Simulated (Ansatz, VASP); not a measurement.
One calculation of ReBPt, two programs

```
Re B Pt
1.0
     3.41395    0.00000    0.00000
     0.00000    3.41395    0.00000
     0.00000    0.00000    5.69473
Re B Pt
2 2 2
Cartesian
  0.0000 1.7070 2.0984
  1.7070 0.0000 3.5964
  0.0000 0.0000 0.0000
  1.7070 1.7070 0.0000
  0.0000 1.7070 4.2899
  1.7070 0.0000 1.4049
```

Change from the starting cell: species swapped into the NiPRh type (P4/nmm, No. 129).

Alike in both runs: task relaxation of cell and atoms; functional PBE; k mesh 6 × 6 × 4; occupations gaussian, width 0.1 eV; no spin polarisation.

```csv
,VASP,Ansatz
version,VASP 6.6.1,Ansatz 0.2.0
potentials or method,"VASP PAW PBE potentials, release 64 (Re, B, Pt), cutoff 600 eV","scalar-relativistic, plane waves, PAW"
valence electrons in the cell,40,72
```

Ansatz gave:

```
gap on the k mesh at the Fermi level, each at its own relaxed structure (eV)  : none
relaxed volume (Å³/atom)                                                      : 13.18
relaxed length of the cell vector where the two differ most in proportion (Å) : 8.456
```

Question: Which values does VASP return?

Answer: gap on the k mesh at the Fermi level, each at its own relaxed structure (eV): none; relaxed volume (Å³/atom): 12.83; relaxed length of the cell vector where the two differ most in proportion (Å): 5.501.

A gap of «none» marks a metal or a gap that the smearing closes. One of these differences is far larger than is usual between the two programs; its cause wasn't traced. VASP's potentials hold 40 valence electrons a cell and Ansatz's 72, so a difference there can come from the potentials and not from the codes.

Spin-orbit coupling is off throughout. Noted on VASP's run: the volume moved by over 15 % at a fixed basis, so the end points are rough.
